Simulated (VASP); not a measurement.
The system is LiSc3.

```xyz
4
Lattice="4.0907 0.0000 0.0000 0.0000 4.0907 0.0000 0.0000 0.0000 4.0907" Properties=species:S:1:pos:R:3 pbc="T T T"
Li    0.0000    0.0000    0.0000
Sc    0.0000    2.0454    2.0454
Sc    2.0454    0.0000    2.0454
Sc    2.0454    2.0454    0.0000
```

| Item | Value |
| --- | --- |
| Program | VASP 6.6.1 |
| Task | relaxation of cell and atoms |
| Functional | PBE |
| Potentials or basis | VASP PAW PBE potentials, release 64 (Li_sv, Sc_sv) |
| Cutoff | 600 eV |
| k mesh | 4 × 4 × 4 |
| Occupations | gaussian, width 0.1 eV |
| Spin | no spin polarisation |

At the start: pressure 20.3 GPa; volume 17.11 Å³/atom.

Question: Where does the relaxation end?

Answer: Over 3 steps the energy falls by 322.4 meV/atom and the volume is 23.37 Å³/atom (+36.6 %); space group Pm-3m (No. 221, to 0.1 Å) before and after.

Step by step:
| step | energy change (eV) | largest force (eV/Å) | pressure (GPa) | volume (Å³) |
| --- | --- | --- | --- | --- |
| 1 | 0.0000 | 0.0000 | 20.25 | 68.45 |
| 2 | -1.2879 | 0.0000 | 0.51 | 92.20 |
| 3 | -1.2895 | 0.0000 | -0.09 | 93.48 |

Final structure:
```yaml
crystal:
  lattice:
    - [4.53838, 0.00000, 0.00000]
    - [0.00000, 4.53838, 0.00000]
    - [0.00000, 0.00000, 4.53838]
  atoms:
    - { symbol: Li, position: [0.00000, 0.00000, 0.00000] }
    - { symbol: Sc, position: [0.00000, 0.50000, 0.50000] }
    - { symbol: Sc, position: [0.50000, 0.00000, 0.50000] }
    - { symbol: Sc, position: [0.50000, 0.50000, 0.00000] }
```

Caveat: the k points lie up to 0.35 Å⁻¹ apart in the final cell; the cutoff is under 1.25 times the usual one of these potentials, so pressure, stress and relaxed cells hold a basis-set (Pulay) error; the volume moved by over 15 % at a fixed basis, so the end points are rough.
